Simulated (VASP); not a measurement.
# La3N2 (P4/mmm) in VASP: further runs

Runs on La3N2. Level: PBE. Tasks: single point.

Everything below comes from runs of VASP 6.6.1. Logs are shortened: lines on timing, memory, paths and dates and some standing lists are left out, and cuts for length are marked.

### Step 1. The cell of the first run

The structure is tetragonal, space group P4/mmm (No. 123). Conventional cell: a = 5.485 Å, b = 5.485 Å, c = 4.625 Å, α = 90.00°, β = 90.00°, γ = 90.00°. La (site symmetry mmm) has 2 N at 2.31 Å within 3.1 Å. La (site symmetry 4/mmm) has 4 N at 2.74 Å and 8 La at 3.59 Å within 3.6 Å. N (site symmetry mmm) has 4 La at 2.31 to 2.74 Å within 3.1 Å.

### Step 2. Single point, PBE

INCAR

```
SYSTEM = La3N2
ALGO = Normal ; EDIFF = 1E-7
ENCUT = 520 ; GGA = PE
ISIF = 2 ; ISMEAR = 0
LASPH = .TRUE. ; LCHARG = .FALSE.
LREAL = .FALSE. ; LWAVE = .FALSE.
NBANDS = 30 ; NELM = 60
PREC = Accurate ; SIGMA = 0.1
```

KPOINTS

```
k-points
0
G
  8 8 6
  0 0 0
```

POSCAR

```
La3N2
1.0
    5.4852519040      0.0000000000      0.0000000000
    0.0000000000      5.4852519040      0.0000000000
    0.0000000000      0.0000000000      4.6245929583
La N
3 2
Direct
    0.5000000000      0.0000000000      0.9310780340
    0.0000000000      0.5000000000      0.9310780340
    0.5000000000      0.5000000000      0.4310658199
    0.5000000000      0.0000000000      0.4310731311
    0.0000000000      0.5000000000      0.4310731311
```

Potentials or basis: VASP PAW PBE potentials, release 64 (La, N).

Run with:

```bash
> cat potpaw_PBE.64/La/POTCAR potpaw_PBE.64/N/POTCAR > POTCAR
> mpirun -np 1 vasp_std > vasp.out
```

OUTCAR:

```text
SYSTEM = La3N2
   EDIFF = 1E-7
   ENCUT = 520
   GGA = PE
   ISIF = 2
   ISMEAR = 0
   LASPH = .TRUE.
   LREAL = .FALSE.
   NELM = 60
   PREC = Accurate

 ion  position               nearest neighbor table
   1  0.500  0.000  0.931-   4 2.31   4 2.31   3 3.59   3 3.59   3 3.59   3 3.59
   2  0.000  0.500  0.931-   5 2.31   5 2.31   3 3.59   3 3.59   3 3.59   3 3.59
   3  0.500  0.500  0.431-   1 3.59   2 3.59   1 3.59   2 3.59   1 3.59   1 3.59   2 3.59   2 3.59

   4  0.500  0.000  0.431-   1 2.31   1 2.31
   5  0.000  0.500  0.431-   2 2.31   2 2.31

  LATTYP: Found a simple tetragonal cell.
 ALAT       =     5.4852519040
 C/A-ratio  =     0.8430958212

  Lattice vectors:

 A1 = (   5.4852519040,   0.0000000000,   0.0000000000)
 A2 = (   0.0000000000,   5.4852519040,   0.0000000000)
 A3 = (   0.0000000000,   0.0000000000,   4.6245929583)

Analysis of symmetry for initial positions (statically):
=====================================================================
 Subroutine PRICEL returns:
 Original cell was already a primitive cell.

 Routine SETGRP: Setting up the symmetry group for a
 simple tetragonal supercell.

 Subroutine GETGRP returns: Found  8 space group operations
 (whereof  8 operations were pure point group operations)
 out of a pool of 16 trial point group operations.

The static configuration has the point symmetry C_4v.

Analysis of symmetry for dynamics (positions and initial velocities):
=====================================================================
 Subroutine PRICEL returns:
 Original cell was already a primitive cell.

 Routine SETGRP: Setting up the symmetry group for a
 simple tetragonal supercell.

 Subroutine GETGRP returns: Found  8 space group operations
 (whereof  8 operations were pure point group operations)
 out of a pool of 16 trial point group operations.

The dynamic configuration has the point symmetry C_4v.

 Subroutine INISYM returns: Found  8 space group operations
 (whereof  8 operations are pure point group operations),
 and found     1 'primitive' translations

----------------------------------------------------------------------------------------

                                     Primitive cell
[... 94 lines left out ...]
   LASPH  =      T    aspherical Exc in radial PAW
   ENCUT  =  520.0 eV  38.22 Ry    6.18 a.u.  10.20 10.20  8.60*2*pi/ulx,y,z
   NELM   =     60;   NELMIN=  2; NELMDL= -5     # of ELM steps
   EDIFF  = 0.1E-06   stopping-criterion for ELM
   LREAL  =      F    real-space projection
   EDIFFG = 0.1E-05   stopping-criterion for IOM
   NSW    =      0    number of steps for IOM
   IBRION =     -1    ionic relax: 0-MD 1-quasi-New 2-CG
   NFREE  =      0    steps in history (QN), initial steepest desc. (CG)
   ISIF   =      2    stress and relaxation
   ISYM   =      2    0-nonsym 1-usesym 2-fastsym
   POTIM  = 0.5000    time-step for ionic-motion
   TEBEG  =    0.0;   TEEND  =   0.0 temperature during run
   PSTRESS=    0.0 pullay stress
   NELECT =      43.0000    total number of electrons
   NUPDOWN=      -1.0000    fix difference up-down
   EMIN   =  10.00;   EMAX   =-10.00  energy-range for DOS
   EFERMI =   0.00;   METHOD = LEGACY
   ISMEAR =     0;   SIGMA  =   0.10  broadening in eV -4-tet -1-fermi 0-gaus
   EFERMI_NEDOS =   21; number of points for ismear=-14 and -15
   IALGO  =     38    algorithm
   IMIX   =      4    mixing-type and parameters
     AMIX     =   0.40;   BMIX     =  1.00
     AMIX_MAG =   1.60;   BMIX_MAG =  1.00
  volume/ion in A,a.u.               =      27.83       187.80
  Fermi-wavevector in a.u.,A,eV,Ry     =   1.106816  2.091579 16.667704  1.225042
  Thomas-Fermi vector in A             =   2.243322
   LORBIT       =      0    0 simple, 1 ext, 2 COOP (PROOUT), +10 PAW based schemes
   GGA     = PE    functional components
   LHFCALC =     F    Hartree Fock is set to
   AEXX    =    0.0000 exact exchange contribution
   IVDW    =     0    specifies the selected vdW correction
   LEPSILON=     F    determine dielectric tensor
   LRPA    =     F    only Hartree local field effects (RPA)
 non-spin polarized calculation
 Gauss-broadening in eV      SIGMA  =   0.10
  energy-cutoff  :      520.00
  volume of cell :      139.14
 maximum number of plane-waves:      3789
 NGX is ok and might be reduce to    42
   NGX = 21   NGY = 21   NGZ = 17

 number of electron      43.0000003 magnetization

 Free energy of the ion-electron system (eV)
  ---------------------------------------------------
  ext. energy  EPLUGINS =         0.00000000
  ---------------------------------------------------
  free energy    TOTEN  =       -32.65874198 eV

  energy without entropy =      -32.62613717  energy(sigma->0) =      -32.64243957

 E-fermi :   6.1179     XC(G=0):  -9.0627

 val. band max:        6.1107979456   @ k =   0.3750   0.3750   0.1667
 cond. band min:       6.1187514574   @ k =   0.3750   0.0000   0.0000
 fundamental gap:      0.0079535119
 Fermi energy:         6.1178931475

 k-point     1 :       0.0000    0.0000    0.0000
  band No.  band energies     occupation
      1     -26.4584      2.00000
      2     -25.9039      2.00000
      3     -25.8635      2.00000
      4     -10.6959      2.00000
      5     -10.6959      2.00000
      6     -10.6769      2.00000
[... 781 lines left out ...]
     29       8.1470      0.00000
     30       8.2512      0.00000

 [... further k-points ...]

------------------------ aborting loop because EDIFF is reached ----------------------------------------

  FORCE on cell =-STRESS in cart. coord.  units (eV):
  Direction    XX          YY          ZZ          XY          YZ          ZX
  --------------------------------------------------------------------------------------
  -------------------------------------------------------------------------------------
  Total       -0.0224462     -0.0224462      0.0053476      0.0000000      0.0000000     -0.0000000
  in kB       -0.2584555     -0.2584555      0.0615742      0.0000000      0.0000000     -0.0000000
  external PRESSURE =      -0.1517789 kB  Pullay stress =       0.0000000 kB

 VOLUME and BASIS-vectors are now :
 -----------------------------------------------------------------------------
  energy-cutoff  :      520.00
  volume of cell :      139.14
      direct lattice vectors                 reciprocal lattice vectors
     5.485251904  0.000000000  0.000000000     0.182307033  0.000000000  0.000000000
     0.000000000  5.485251904  0.000000000     0.000000000  0.182307033  0.000000000
     0.000000000  0.000000000  4.624592958     0.000000000  0.000000000  0.216235247

 POSITION                                       TOTAL-FORCE (eV/Angst)
 -----------------------------------------------------------------------------------
      2.74263      0.00000      4.30586         0.000000      0.000000     -0.000257
      0.00000      2.74263      4.30586         0.000000      0.000000     -0.000257
      2.74263      2.74263      1.99350        -0.000000     -0.000000      0.000283
      2.74263      0.00000      1.99354         0.000000      0.000000      0.000115
      0.00000      2.74263      1.99354         0.000000     -0.000000      0.000115
 -----------------------------------------------------------------------------------
    total drift:                                0.000000     -0.000000     -0.000383

  FREE ENERGIE OF THE ION-ELECTRON SYSTEM (eV)
  ---------------------------------------------------
  free  energy   TOTEN  =       -32.6587419839 eV

  energy  without entropy=      -32.6261371660  energy(sigma->0) =      -32.64243957
```

OSZICAR:

```text
N       E                     dE             d eps       ncg     rms          rms(c)
DAV:   1     0.562057783031E+03    0.56206E+03   -0.15362E+04  3600   0.195E+03
DAV:   2     0.114114621821E+03   -0.44794E+03   -0.43537E+03  5056   0.365E+02
DAV:   3    -0.142866262552E+02   -0.12840E+03   -0.12541E+03  5872   0.203E+02
DAV:   4    -0.388378324197E+02   -0.24551E+02   -0.24087E+02  6928   0.947E+01
[... 10 lines left out ...]
DAV:  15    -0.326587415757E+02   -0.48933E-05   -0.35060E-05  6928   0.487E-02    0.586E-03
DAV:  16    -0.326587429631E+02   -0.13874E-05   -0.68075E-06  7040   0.171E-02    0.859E-03
DAV:  17    -0.326587421323E+02    0.83084E-06   -0.16514E-06  6328   0.970E-03    0.365E-03
DAV:  18    -0.326587419874E+02    0.14491E-06   -0.11368E-06  5320   0.536E-03    0.763E-04
DAV:  19    -0.326587419839E+02    0.34597E-08   -0.47705E-08  3168   0.353E-03
   1 F= -.32658742E+02 E0= -.32642440E+02  d E =-.326048E-01
```

stdout:

```text
POSCAR found type information on POSCAR LaN
 POSCAR found :  2 types and       5 ions
 scaLAPACK will be used
 LDA part: xc-table for (Slater+PW92), standard interpolation
 POSCAR, INCAR and KPOINTS ok, starting setup
 FFT: planning ... GRIDC
 FFT: planning ... GRID_SOFT
 FFT: planning ... GRID
 WAVECAR not read
 entering main loop
```

Run time: 3.3 min. Hardware: 1 thread of Intel Xeon 6975P-C (Granite Rapids), shared host; peak memory 0.39 GiB.

What came out:

```
Free energy : -32.6587 eV
Pressure    : 0.0 GPa
```

Levels at points of the mesh, in eV from the Fermi level:
| k point | band 18 | band 19 | band 20 | band 21 | band 22 | band 23 | band 24 | band 25 | band 26 | band 27 |
| --- | --- | --- | --- | --- | --- | --- | --- | --- | --- | --- |
| (0.00, 0.00, 0.00) | -0.99 | -0.99 | -0.89 | -0.59 | -0.13 | -0.13 | 0.06 | 0.11 | 2.06 | 2.15 |
| (0.50, 0.00, 0.00) | -1.43 | -1.16 | 0.03 | 0.05 | 0.08 | 0.58 | 1.11 | 1.21 | 1.29 | 1.34 |
| (0.50, 0.50, 0.00) | -0.54 | -0.17 | -0.12 | -0.12 | 0.05 | 0.05 | 1.25 | 1.37 | 1.67 | 1.67 |
| (0.00, 0.00, 0.50) | -2.15 | -1.56 | -1.56 | -0.94 | -0.21 | -0.06 | 1.42 | 1.42 | 1.59 | 2.01 |
| (0.50, 0.00, 0.50) | -2.26 | -2.15 | -1.79 | -0.19 | 0.48 | 0.60 | 0.87 | 1.21 | 2.07 | 2.08 |
| (0.50, 0.50, 0.50) | -3.08 | -3.08 | -1.13 | -0.92 | -0.92 | 1.65 | 2.00 | 2.06 | 2.11 | 2.18 |

Caveat: spin-orbit coupling is left out, which moves the levels of the heavy elements.

### Step 3. Single point, PBE

This run uses another cell than the first one, of 27.89 Å³/atom, 1.002 times its volume.

INCAR

```
  PREC = Accurate
  ENCUT = 520
  EDIFF = 1E-7
  ISMEAR = 0
  SIGMA = 0.1
  LREAL = F
  LASPH = T
  NELM = 80
  ALGO = Normal
  ISIF = 2
  LWAVE = F
  LCHARG = F
  GGA = PE
  NBANDS = 30
```

KPOINTS

```
Automatic mesh
0
Gamma
  8 8 8
```

POSCAR

```
La3N2
1.0
    5.4843791179      0.0000000000      0.0000000000
    0.0000000000      5.4843791179      0.0000000000
    0.0000000000      0.0000000000      4.6357799401
La N
3 2
Direct
    0.5000000000      0.0000000000      0.9310736300
    0.0000000000      0.5000000000      0.9310736300
    0.5000000000      0.5000000000      0.4310736300
    0.5000000000      0.0000000000      0.4310736300
    0.0000000000      0.5000000000      0.4310736300
```

Potentials or basis: VASP PAW PBE potentials, release 64 (La, N).

Run with:

```bash
> cat potpaw_PBE.64/La/POTCAR potpaw_PBE.64/N/POTCAR > POTCAR
> mpirun -np 1 vasp_std > vasp.out
```

It took 3.4 min on 1 thread of Intel Xeon 6975P-C (Granite Rapids), shared host; peak memory 0.44 GiB.

It converged, with:

| Property | Result |
| --- | --- |
| Free energy | -32.6441 eV |
| Pressure | -0.1 GPa |

Stress tensor (GPa, compression positive):
```
-0.10  0.00  0.00
 0.00 -0.10  0.00
 0.00  0.00  0.02
```

Levels at points of the mesh, in eV from the Fermi level:
```csv
k point,band 19,band 20,band 21,band 22,band 23,band 24,band 25,band 26
"(0.00, 0.00, 0.00)",-0.94,-0.88,-0.58,-0.12,-0.12,0.10,0.15,2.08
"(0.50, 0.00, 0.00)",-1.10,0.03,0.08,0.12,0.59,1.13,1.22,1.29
"(0.50, 0.50, 0.00)",-0.18,-0.12,-0.12,0.09,0.09,1.26,1.37,1.68
"(0.00, 0.00, 0.50)",-1.50,-1.50,-0.95,-0.22,-0.06,1.43,1.43,1.62
"(0.50, 0.00, 0.50)",-2.09,-1.73,-0.18,0.46,0.60,0.87,1.21,2.07
"(0.50, 0.50, 0.50)",-3.01,-1.07,-0.91,-0.91,1.65,2.01,2.07,2.10
```

Caveat: spin-orbit coupling is left out, which moves the levels of the heavy elements.
